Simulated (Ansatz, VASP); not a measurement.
## Cd: VASP beside Ansatz

INCAR

```
PREC     = Accurate       # precision mode
ENCUT    = 600            # plane-wave cutoff, eV
EDIFF    = 1E-6           # SCF threshold, eV
ISMEAR   = 0              # smearing method
SIGMA    = 0.1            # smearing width, eV
LREAL    = F              # projectors in reciprocal space
LASPH    = T              # aspherical terms in the spheres
NELM     = 100            # most SCF steps
ALGO     = Fast           # electronic algorithm
ISIF     = 3              # what is computed and relaxed
LWAVE    = F              # write WAVECAR
LCHARG   = F              # write CHGCAR
GGA      = PS             # functional
IBRION   = 2              # ionic algorithm
NSW      = 90             # ionic steps
EDIFFG   = -0.04          # ionic threshold
```

File KPOINTS:

```
Automatic mesh
0
Gamma
  6 6 4
```

POSCAR

```
Cd
1.0
    4.0674283230      0.0000000000      0.0000000000
   -2.0337141616      3.5224962558      0.0000000000
    0.0000000000      0.0000000000      4.6146335891
Cd
3
Direct
    0.2254000000      0.0000000000      0.3333333333
    0.0000000000      0.2254000000      0.6666666667
    0.7746000000      0.7746000000      0.0000000000
```

Input for Ansatz:

```yaml
crystal:
  lattice:
    - [4.067428323, 0.0, 0.0]
    - [-2.0337141616, 3.5224962558, 0.0]
    - [0.0, 0.0, 4.6146335891]
  atoms:
    - { symbol: Cd, position: [0.2254, 0.0, 0.3333333333] }
    - { symbol: Cd, position: [0.0, 0.2254, 0.6666666667] }
    - { symbol: Cd, position: [0.7746, 0.7746, 0.0] }
basis:
  ecutwfc: 420
kpoints:
  mp_grid: { grid: [6, 6, 4] }
hamiltonian:
  xc: pbesol
scf:
  occupations: { method: gaussian, width: 0.1 }
  lower_state_search: "off"
output:
  forces: true
  stress: true
  eigenvalues: true
relax:
  adjacent_minimum: "off"
  f_tol: 0.04
  max_steps: 70
  cell: { stress_tol: 0.4 }
```

Alike in both runs: task relaxation of cell and atoms; functional PBEsol; k mesh 6 × 6 × 4; occupations gaussian, width 0.1 eV; no spin polarisation.

```csv
,VASP,Ansatz
version,VASP 6.6.1,Ansatz 0.2.0
potentials or method,"VASP PAW PBE potentials, release 64 (Cd), cutoff 600 eV","scalar-relativistic, plane waves, PAW"
valence electrons in the cell,36,60
```

Ansatz gave:

```
gap on the k mesh at the Fermi level, each at its own relaxed structure (eV) : none
relaxed volume (Å³/atom)                                                     : 22.68
relaxed length of the cell vector where the two differ most in proportion (Å)              : 3.793
```

Task: What did VASP give for the same quantities?

Result: gap on the k mesh at the Fermi level, each at its own relaxed structure (eV): none; relaxed volume (Å³/atom): 24.33; relaxed length of the cell vector where the two differ most in proportion (Å): 5.651.

VASP's potentials were made for PBE, not for PBEsol. A gap of «none» marks a metal or a gap that the smearing closes. One of these differences is far larger than is usual between the two programs; its cause wasn't traced. VASP's potentials hold 36 valence electrons a cell and Ansatz's 60, so a difference there can come from the potentials and not from the codes.
